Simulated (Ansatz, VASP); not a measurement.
# One calculation of SrO, two programs

```
Sr O
1.0
     0.00000    2.79228    2.79228
     2.79228    0.00000    2.79228
     2.79228    2.79228    0.00000
Sr O
1 1
Direct
  0.00000 0.00000 0.00000
  0.25000 0.25000 0.25000
```

Alike in both runs: task single point; functional PBE; k mesh 3 × 3 × 3; no spin polarisation.

|  | VASP | Ansatz |
| --- | --- | --- |
| version | VASP 6.6.1 | Ansatz 0.2.0 |
| potentials or method | VASP PAW PBE potentials, release 64 (Sr_sv, O) | plane waves |
| plane-wave cutoff (eV) | 600 | 420 |
| occupations | gaussian, width 0.01 eV | fixed |
| valence electrons in the cell | 16 | 16 |

VASP gave:

```
gap on the k mesh at the Fermi level (eV) : 2.76
pressure (GPa)                            : 1.5
```

Q: Which values does Ansatz return?

A: gap on the k mesh at the Fermi level (eV): 2.75; pressure (GPa): 1.1.

The k mesh is coarse, so the values compare programs but aren't converged.
